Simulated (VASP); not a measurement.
BAs, 4 atoms in the cell. It takes space group P6_3/mmc (No. 194, hexagonal). The conventional cell has a = 3.384 Å, b = 3.384 Å, c = 9.996 Å, α = 90.00°, β = 90.00°, γ = 120.00°. B (site symmetry -6m2) has 3 As at 1.95 Å within 2.6 Å. Within 2.6 Å of As (site symmetry -6m2) lie 3 B at 1.95 Å. 

- Program: VASP 6.6.1
- Task: single point
- Functional: PBE
- Potentials or basis: VASP PAW PBE potentials, release 64 (B, As_d)
- Cutoff: 600 eV
- k mesh: 9 × 9 × 2
- Occupations: gaussian, width 0.01 eV
- Spin: no spin polarisation
- Dipole correction: no
- Second run: valence_matched
- Further INCAR settings: ALGO = Normal; EDIFF = 1e-06; NBANDS = 26

Potentials or basis: VASP PAW PBE potentials, release 64 (B, As_d).

The run is started by

```console
$ cat potpaw_PBE.64/B/POTCAR potpaw_PBE.64/As_d/POTCAR > POTCAR
$ mpirun -np 1 vasp_std > vasp.out
```

Hardware: 1 thread of Intel(R) Xeon(R) 6975P-C (Granite Rapids) (shared host).

Question: Estimate the wall time of this run.

Answer: It took 40 s on 1 thread of Intel(R) Xeon(R) 6975P-C (Granite Rapids), on a shared host, peak memory 0.26 GiB. Counts: scf iterations 14, k points 24.
